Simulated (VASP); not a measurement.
# Ga (Cmcm) in VASP: a series of runs

Ga is run at these levels: PBEsol; tasks: single point.

Everything below comes from runs of VASP 6.6.1. Logs are shortened: lines on timing, memory, paths and dates and some standing lists are left out, and cuts for length are marked.

## (1) The cell of the first run

Symmetry: Cmcm, No. 63, orthorhombic system. Conventional cell: a = 7.634 Å, b = 4.653 Å, c = 4.488 Å, α = 90.00°, β = 90.00°, γ = 90.00°. Within 3.3 Å of Ga (site symmetry m) lie 7 Ga at 2.48 to 2.76 Å.

## (2) Single point, PBEsol

INCAR

```
  ALGO = Normal
  EDIFF = 1E-6
  ENCUT = 520
  GGA = PS
  ISIF = 2
  ISMEAR = 0
  LASPH = True
  LCHARG = False
  LREAL = False
  LWAVE = False
  NBANDS = 34
  NELM = 80
  PREC = Accurate
  SIGMA = 0.1
```

KPOINTS

```
k-points
0
Gamma
  4 4 4
```

POSCAR

```
Ga
1.0
    3.8169566100     -2.3266295500      0.0000000000
    3.8169566100      2.3266295500      0.0000000000
    0.0000000000      0.0000000000      4.4882540000
Ga
4
Direct
    0.9903146100      0.3344495100      0.2500000000
    0.3344495100      0.9903146100      0.7500000000
    0.0096853900      0.6655504900      0.7500000000
    0.6655504900      0.0096853900      0.2500000000
```

Potentials or basis: VASP PAW PBE potentials, release 64 (Ga_d).

Run with:

```console
$ cat potpaw_PBE.64/Ga_d/POTCAR > POTCAR
$ mpirun -np 1 vasp_std > vasp.out
```

OUTCAR:

```text
EDIFF = 1E-6
   ENCUT = 520
   GGA = PS
   ISIF = 2
   ISMEAR = 0
   LASPH = True
   LREAL = False
   NELM = 80
   PREC = Accurate

 ion  position               nearest neighbor table
   1  0.990  0.334  0.250-   4 2.48   4 2.68   4 2.68   3 2.71   3 2.71   2 2.76   2 2.76
   2  0.334  0.990  0.750-   3 2.48   3 2.68   3 2.68   4 2.71   4 2.71   1 2.76   1 2.76
   3  0.010  0.666  0.750-   2 2.48   2 2.68   2 2.68   1 2.71   1 2.71   4 2.76   4 2.76
   4  0.666  0.010  0.250-   1 2.48   1 2.68   1 2.68   2 2.71   2 2.71   3 2.76   3 2.76

  LATTYP: Found a base centered orthorhombic cell.
 ALAT       =     4.6532591000
 B/A-ratio  =     1.6405519349
 C/A-ratio  =     0.9645398856

  Lattice vectors:

 A1 = (  -3.8169566100,  -2.3266295500,   0.0000000000)
 A2 = (   3.8169566100,  -2.3266295500,   0.0000000000)
 A3 = (   0.0000000000,   0.0000000000,   4.4882540000)

Analysis of symmetry for initial positions (statically):
=====================================================================
 Subroutine PRICEL returns:
 Original cell was already a primitive cell.

 Routine SETGRP: Setting up the symmetry group for a
 base centered orthorhombic supercell.

 Subroutine GETGRP returns: Found  8 space group operations
 (whereof  4 operations were pure point group operations)
 out of a pool of  8 trial point group operations.

The static configuration has the point symmetry C_2h.
 The point group associated with its full space group is D_2h.

Analysis of symmetry for dynamics (positions and initial velocities):
=====================================================================
 Subroutine PRICEL returns:
 Original cell was already a primitive cell.

 Routine SETGRP: Setting up the symmetry group for a
 base centered orthorhombic supercell.

 Subroutine GETGRP returns: Found  8 space group operations
 (whereof  4 operations were pure point group operations)
 out of a pool of  8 trial point group operations.

The dynamic configuration has the point symmetry C_2h.
 The point group associated with its full space group is D_2h.

 Subroutine INISYM returns: Found  8 space group operations
 (whereof  4 operations are pure point group operations),
 and found     1 'primitive' translations

----------------------------------------------------------------------------------------

                                     Primitive cell

  volume of cell :      79.7172

  direct lattice vectors                    reciprocal lattice vectors
     3.816956610 -2.326629550  0.000000000     0.130994415 -0.214903142  0.000000000
     3.816956610  2.326629550  0.000000000     0.130994415  0.214903142  0.000000000
     0.000000000  0.000000000  4.488254000     0.000000000  0.000000000  0.222803790

  length of vectors
     4.470163624  4.470163624  4.488254000     0.251680149  0.251680149  0.222803790

  position of ions in fractional coordinates (direct lattice)
     0.990314610  0.334449510  0.250000000
     0.334449510  0.990314610  0.750000000
     0.009685390  0.665550490  0.750000000
     0.665550490  0.009685390  0.250000000

  ion indices of the primitive-cell ions
   primitive index   ion index
                 1           1
                 2           2
                 3           3
                 4           4

----------------------------------------------------------------------------------------

 KPOINTS: k-points

Automatic generation of k-mesh.
 Grid dimensions read from file:
 generate k-points for:    4    4    4

 Generating k-lattice:

  Cartesian coordinates                     Fractional coordinates (reciprocal lattice)
     0.032748604 -0.053725785  0.000000000     0.250000000 -0.000000000  0.000000000
     0.032748604  0.053725785  0.000000000    -0.000000000  0.250000000  0.000000000
     0.000000000  0.000000000  0.055700947     0.000000000  0.000000000  0.250000000

  Length of vectors
     0.062920037  0.062920037  0.055700947

  Shift w.r.t. Gamma in fractional coordinates (k-lattice)
     0.000000000  0.000000000  0.000000000

 Subroutine IBZKPT returns following result:
 ===========================================

 Found     21 irreducible k-points:

 Following reciprocal coordinates:
            Coordinates               Weight
  0.000000  0.000000  0.000000      1.000000
  0.250000 -0.000000  0.000000      4.000000
  0.500000 -0.000000  0.000000      2.000000
  0.250000  0.250000  0.000000      2.000000
  0.500000  0.250000  0.000000      4.000000
 -0.250000  0.250000  0.000000      2.000000
[... 13 lines left out ...]
 -0.250000  0.250000  0.500000      2.000000
  0.500000  0.500000  0.500000      1.000000
   k-points           NKPTS =     21   k-points in BZ     NKDIM =     21   number of bands    NBANDS=     34
   number of dos      NEDOS =    301   number of ions     NIONS =      4
   total plane-waves  NPLWV =  46656
   dimension x,y,z NGX =    36 NGY =   36 NGZ =   36
   dimension x,y,z NGXF=    72 NGYF=   72 NGZF=   72
   ions per type =               4
   NGX,Y,Z   is equivalent  to a cutoff of  13.39, 13.39, 13.33 a.u.
   NGXF,Y,Z  is equivalent  to a cutoff of  26.78, 26.78, 26.67 a.u.
 SYSTEM =  unknown system
   PREC   = accura    normal or accurate (medium, high low for compatibility)
   ISTART =      0    job   : 0-new  1-cont  2-samecut
   ICHARG =      2    charge: 1-file 2-atom 10-const
   ISPIN  =      1    spin polarized calculation?
   LNONCOLLINEAR =      F non collinear calculations
   LSORBIT =      F    spin-orbit coupling
   LASPH  =      T    aspherical Exc in radial PAW
   ENCUT  =  520.0 eV  38.22 Ry    6.18 a.u.   8.31  8.31  8.35*2*pi/ulx,y,z
   NELM   =     80;   NELMIN=  2; NELMDL= -5     # of ELM steps
   EDIFF  = 0.1E-05   stopping-criterion for ELM
   LREAL  =      F    real-space projection
   EDIFFG = 0.1E-04   stopping-criterion for IOM
   NSW    =      0    number of steps for IOM
   IBRION =     -1    ionic relax: 0-MD 1-quasi-New 2-CG
   NFREE  =      0    steps in history (QN), initial steepest desc. (CG)
   ISIF   =      2    stress and relaxation
   ISYM   =      2    0-nonsym 1-usesym 2-fastsym
   POTIM  = 0.5000    time-step for ionic-motion
   TEBEG  =    0.0;   TEEND  =   0.0 temperature during run
   PSTRESS=    0.0 pullay stress
   NELECT =      52.0000    total number of electrons
   NUPDOWN=      -1.0000    fix difference up-down
   EMIN   =  10.00;   EMAX   =-10.00  energy-range for DOS
   EFERMI =   0.00;   METHOD = LEGACY
   ISMEAR =     0;   SIGMA  =   0.10  broadening in eV -4-tet -1-fermi 0-gaus
   EFERMI_NEDOS =   21; number of points for ismear=-14 and -15
   IALGO  =     38    algorithm
   IMIX   =      4    mixing-type and parameters
     AMIX     =   0.40;   BMIX     =  1.00
     AMIX_MAG =   1.60;   BMIX_MAG =  1.00
  volume/ion in A,a.u.               =      19.93       134.49
  Fermi-wavevector in a.u.,A,eV,Ry     =   1.419794  2.683022 27.426826  2.015815
  Thomas-Fermi vector in A             =   2.540777
   LORBIT       =      0    0 simple, 1 ext, 2 COOP (PROOUT), +10 PAW based schemes
   GGA     = PS    functional components
   LHFCALC =     F    Hartree Fock is set to
   AEXX    =    0.0000 exact exchange contribution
   IVDW    =     0    specifies the selected vdW correction
   LEPSILON=     F    determine dielectric tensor
   LRPA    =     F    only Hartree local field effects (RPA)
 non-spin polarized calculation
 Gauss-broadening in eV      SIGMA  =   0.10
  energy-cutoff  :      520.00
  volume of cell :       79.72
 maximum number of plane-waves:      2167
 NGX is ok and might be reduce to    36
   NGX = 17   NGY = 17   NGZ = 17

 number of electron      51.9999986 magnetization

 Free energy of the ion-electron system (eV)
  ---------------------------------------------------
  ext. energy  EPLUGINS =         0.00000000
  ---------------------------------------------------
  free energy    TOTEN  =       -13.41631080 eV

  energy without entropy =      -13.40818735  energy(sigma->0) =      -13.41224907

 E-fermi :   4.6475     XC(G=0): -10.6609

 val. band max:        4.6258679090   @ k =  -0.2500   0.2500   0.0000
 cond. band min:       4.6515434731   @ k =   0.5000   0.2500   0.0000
 fundamental gap:      0.0256755641
 Fermi energy:         4.6475023247

 k-point     1 :       0.0000    0.0000    0.0000
  band No.  band energies     occupation
      1     -10.4028      2.00000
      2     -10.3732      2.00000
      3     -10.3496      2.00000
      4     -10.3159      2.00000
      5     -10.2508      2.00000
      6     -10.2288      2.00000
[... 26 lines left out ...]
     33      11.0053      0.00000
     34      11.1038      0.00000

 k-point     2 :       0.2500   -0.0000    0.0000
  band No.  band energies     occupation
      1     -10.3800      2.00000
      2     -10.3778      2.00000
      3     -10.3543      2.00000
      4     -10.3438      2.00000
      5     -10.3161      2.00000
      6     -10.2814      2.00000
[... 26 lines left out ...]
     33      10.9644      0.00000
     34      11.3930      0.00000

 k-point     3 :       0.5000   -0.0000    0.0000
  band No.  band energies     occupation
      1     -10.4049      2.00000
      2     -10.3824      2.00000
      3     -10.3606      2.00000
      4     -10.3470      2.00000
      5     -10.2817      2.00000
      6     -10.2726      2.00000
[... 26 lines left out ...]
     33      11.0203      0.00000
     34      11.8319      0.00000

 k-point     4 :       0.2500    0.2500    0.0000
  band No.  band energies     occupation
      1     -10.3990      2.00000
      2     -10.3916      2.00000
      3     -10.3504      2.00000
      4     -10.3221      2.00000
      5     -10.3035      2.00000
      6     -10.2867      2.00000
[... 26 lines left out ...]
     33      10.2447      0.00000
     34      10.9651      0.00000

 k-point     5 :       0.5000    0.2500    0.0000
  band No.  band energies     occupation
      1     -10.4340      2.00000
      2     -10.3996      2.00000
      3     -10.3693      2.00000
      4     -10.3195      2.00000
      5     -10.3058      2.00000
      6     -10.2817      2.00000
[... 510 lines left out ...]
 k-point    19 :       0.5000    0.2500    0.5000
  band No.  band energies     occupation
      1     -10.4122      2.00000
      2     -10.4122      2.00000
      3     -10.3534      2.00000
      4     -10.3534      2.00000
      5     -10.2951      2.00000
      6     -10.2951      2.00000
[... 26 lines left out ...]
     33      13.5004      0.00000
     34      13.5004      0.00000

 k-point    20 :      -0.2500    0.2500    0.5000
  band No.  band energies     occupation
      1     -10.4172      2.00000
      2     -10.4172      2.00000
      3     -10.3375      2.00000
      4     -10.3375      2.00000
      5     -10.2970      2.00000
      6     -10.2970      2.00000
[... 26 lines left out ...]
     33      13.0587      0.00000
     34      13.0614      0.00000

 k-point    21 :       0.5000    0.5000    0.5000
  band No.  band energies     occupation
      1     -10.4121      2.00000
      2     -10.4121      2.00000
      3     -10.3461      2.00000
      4     -10.3461      2.00000
      5     -10.3330      2.00000
      6     -10.3330      2.00000
[... 26 lines left out ...]
     33      13.8142      0.00000
     34      13.8371      0.00000

------------------------ aborting loop because EDIFF is reached ----------------------------------------

  FORCE on cell =-STRESS in cart. coord.  units (eV):
  Direction    XX          YY          ZZ          XY          YZ          ZX
  --------------------------------------------------------------------------------------
  -------------------------------------------------------------------------------------
  Total        0.7250134     -0.9446036      0.1742028      0.0000000     -0.0000000      0.0000000
  in kB       14.5715149    -18.9848992      3.5011760      0.0000000     -0.0000000      0.0000000
  external PRESSURE =      -0.3040694 kB  Pullay stress =       0.0000000 kB

 VOLUME and BASIS-vectors are now :
 -----------------------------------------------------------------------------
  energy-cutoff  :      520.00
  volume of cell :       79.72
      direct lattice vectors                 reciprocal lattice vectors
     3.816956610 -2.326629550  0.000000000     0.130994415 -0.214903142  0.000000000
     3.816956610  2.326629550  0.000000000     0.130994415  0.214903142  0.000000000
     0.000000000  0.000000000  4.488254000     0.000000000  0.000000000  0.222803790

 POSITION                                       TOTAL-FORCE (eV/Angst)
 -----------------------------------------------------------------------------------
      5.05657     -1.52596      1.12206         0.090977     -0.024826     -0.000000
      5.05657      1.52596      3.36619         0.090977      0.024826      0.000000
      2.57735      1.52596      3.36619        -0.090977      0.024826      0.000000
      2.57735     -1.52596      1.12206        -0.090977     -0.024826     -0.000000
 -----------------------------------------------------------------------------------
    total drift:                                0.000000      0.000000     -0.000000

  FREE ENERGIE OF THE ION-ELECTRON SYSTEM (eV)
  ---------------------------------------------------
  free  energy   TOTEN  =       -13.4163107959 eV

  energy  without entropy=      -13.4081873451  energy(sigma->0) =      -13.41224907
```

Wall time 26 s (1 thread of Intel Xeon 6975P-C (Granite Rapids), shared host); peak memory 0.2 GiB.

What came out:

- Free energy: -13.4163 eV
- Pressure: 0.0 GPa
- Largest force: 0.094 eV/Å
- Band gap on the k mesh: zero (bands 26 and 27 overlap by 0.18 eV)

Forces in eV/Å, atoms in the order of the input:
```
Ga   0.091 -0.025  0.000
Ga   0.091  0.025  0.000
Ga  -0.091  0.025  0.000
Ga  -0.091 -0.025  0.000
```

Caveat: the k points lie up to 0.40 Å⁻¹ apart; the PAW data sets were made with another functional, which shifts forces and pressure a little.

## (3) Single point, PBEsol

This run uses another cell than the first one, of 19.87 Å³/atom.

INCAR

```
PREC     = Accurate       # precision mode
ENCUT    = 520            # plane-wave cutoff, eV
EDIFF    = 1E-6           # SCF threshold, eV
ISMEAR   = 0              # smearing method
SIGMA    = 0.1            # smearing width, eV
LREAL    = F              # projectors in reciprocal space
LASPH    = T              # aspherical terms in the spheres
NELM     = 80             # most SCF steps
ALGO     = Fast           # electronic algorithm
ISIF     = 2              # what is computed and relaxed
LWAVE    = F              # write WAVECAR
LCHARG   = F              # write CHGCAR
GGA      = PS             # functional
NBANDS   = 34             # bands
```

KPOINTS

```
regular mesh
0
Gamma
  10 10 10
```

POSCAR

```
Ga
1.0
    3.8272397177     -2.2864764066      0.0000000000
    3.8272397177      2.2864764066      0.0000000000
    0.0000000000      0.0000000000      4.5416228410
Ga
4
Direct
    0.9896654685      0.3346674332      0.2500000000
    0.3346674332      0.9896654685      0.7500000000
    0.0103345315      0.6653325668      0.7500000000
    0.6653325668      0.0103345315      0.2500000000
```

Potentials or basis: VASP PAW PBE potentials, release 64 (Ga_d).

Run with:

```console
$ cat potpaw_PBE.64/Ga_d/POTCAR > POTCAR
$ mpirun -np 1 vasp_std > vasp.out
```

Wall time 3.7 min (1 thread of Intel Xeon 6975P-C (Granite Rapids), shared host); peak memory 0.46 GiB.

The run converged. Its results:

* Free energy: -13.3470 eV
* Pressure: 0.0 GPa
* Largest force: 0.005 eV/Å
* Band gap on the k mesh: zero (bands 26 and 27 overlap by 0.90 eV)

Forces in eV/Å, atoms in the order of the input:
```
Ga  -0.005  0.001  0.000
Ga  -0.005 -0.001  0.000
Ga   0.005 -0.001  0.000
Ga   0.005  0.001  0.000
```

Levels at points of the mesh, in eV from the Fermi level:
```csv
k point,band 22,band 23,band 24,band 25,band 26,band 27,band 28,band 29,band 30,band 31
"(0.00, 0.00, 0.00)",-4.15,-3.32,-2.27,-1.95,-1.00,0.94,1.14,2.55,4.61,4.95
"(0.50, 0.00, 0.00)",-8.17,-3.21,-3.08,-1.27,-0.39,-0.29,-0.12,3.60,4.43,5.78
"(0.50, 0.50, 0.00)",-7.26,-4.18,-2.71,-1.86,-1.80,0.42,1.19,3.51,3.79,5.14
"(0.00, 0.00, 0.50)",-9.17,-0.50,-0.50,-0.14,-0.14,0.09,0.09,2.98,2.98,3.19
"(0.50, 0.00, 0.50)",-7.32,-6.12,-6.12,-1.47,-1.47,0.89,0.89,6.86,6.86,8.23
"(0.50, 0.50, 0.50)",-7.49,-5.56,-5.56,-1.94,-1.94,0.25,0.25,6.91,6.91,7.85
```

Caveat: the PAW data sets were made with another functional, which shifts forces and pressure a little.
